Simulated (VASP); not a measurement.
Here is a VASP 6.6.1 calculation.

File POSCAR:

```
SnO2
1.0
    4.8538616429      0.0000000000      0.0000000000
    0.0000000000      4.8538616429      0.0000000000
    0.0000000000      0.0000000000      3.2629270392
Sn O
2 4
Direct
    0.0000000000      0.0000000000      0.0000000000
    0.5000000000      0.5000000000      0.5000000000
    0.3058809152      0.3058809152      0.0000000000
    0.1941190848      0.8058809152      0.5000000000
    0.6941190848      0.6941190848      0.0000000000
    0.8058809152      0.1941190848      0.5000000000
```

INCAR.step1

```
SYSTEM = SnO2
  PREC = Accurate
  ENCUT = 520
  ISMEAR = 0
  SIGMA = 0.01
  LREAL = .False.
  LASPH = .True.
  NELM = 60
  NBANDS = 35
  GGA = PE
  ALGO = Normal
  EDIFF = 1E-4
  LWAVE = .True.
  LCHARG = .False.
```

Contents of INCAR.step2:

```
SYSTEM = SnO2
  PREC = Accurate
  ENCUT = 520
  EDIFF = 1E-6
  ISMEAR = 0
  SIGMA = 0.01
  LREAL = .False.
  LASPH = .True.
  NELM = 60
  ALGO = Normal
  ISIF = 2
  LWAVE = .False.
  LCHARG = .False.
  METAGGA = R2SCAN
  LMIXTAU = .True.
  NBANDS = 35
  ISTART = 1
```

KPOINTS

```
regular mesh
0
Gamma
  4 4 6
  0 0 0
```

Potentials or basis: VASP PAW PBE potentials, release 64 (Sn_d, O).

Launch:

```bash
$ cat potpaw_PBE.64/Sn_d/POTCAR potpaw_PBE.64/O/POTCAR > POTCAR
$ cp INCAR.step1 INCAR
$ mpirun -np 1 vasp_std > vasp.out
$ cp INCAR.step2 INCAR
$ mpirun -np 1 vasp_std > vasp.out
```

Estimate the largest force.

0.171 eV/Å.

Predict the band gap on the k mesh.

1.11 eV.

Predict the pressure.

-10.1 GPa.

Stress tensor (GPa, compression positive):
```
 -9.27   0.00   0.00
  0.00  -9.27   0.00
  0.00   0.00 -11.88
```

Caveat: the cell stands under tension; the PAW data sets were made with another functional, which shifts forces and pressure a little; spin-orbit coupling is left out, which moves the levels of the heavy elements. r2SCAN opens gaps a little over a GGA but as a rule still falls short of measured ones.
